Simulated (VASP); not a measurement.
## Mn: single point with r2SCAN

Mn:

```xyz
1
Lattice="0.0000 1.7358 1.7358 1.7358 0.0000 1.7358 1.7358 1.7358 0.0000" Properties=species:S:1:pos:R:3 pbc="T T T"
Mn    0.0000    0.0000    0.0000
```

| Property | Result |
| --- | --- |
| Program | VASP 6.6.1 |
| Task | single point |
| Functional | r2SCAN |
| Potentials or basis | VASP PAW PBE potentials, release 64 (Mn_pv) |
| Cutoff | 520 eV |
| k mesh | 25 × 25 × 25 |
| Occupations | fermi-dirac, width 0.1 eV |
| Spin | no spin polarisation |
| Dipole correction | no |
| Further INCAR settings | ALGO = Normal; EDIFF = 1e-06; NBANDS = 12 |

The pressure is 0.3 GPa.

Levels at points of the mesh, in eV from the Fermi level:
```csv
k point,band 5,band 6,band 7,band 8,band 9,band 10
"(0.00, 0.00, 0.00)",-1.31,-1.31,-1.31,0.66,0.66,22.17
```

Run time: 6.1 min on 1 thread of AMD EPYC 7R43 64-Core Processor (Zen 3), on a shared host, peak memory 0.13 GiB.

Caveat: the PAW data sets were made with another functional, which shifts forces and pressure a little; the run has no spin polarisation, though such a crystal can be magnetic. Spin polarisation is off, so any magnetic state and its effect on volume and gap are missing.
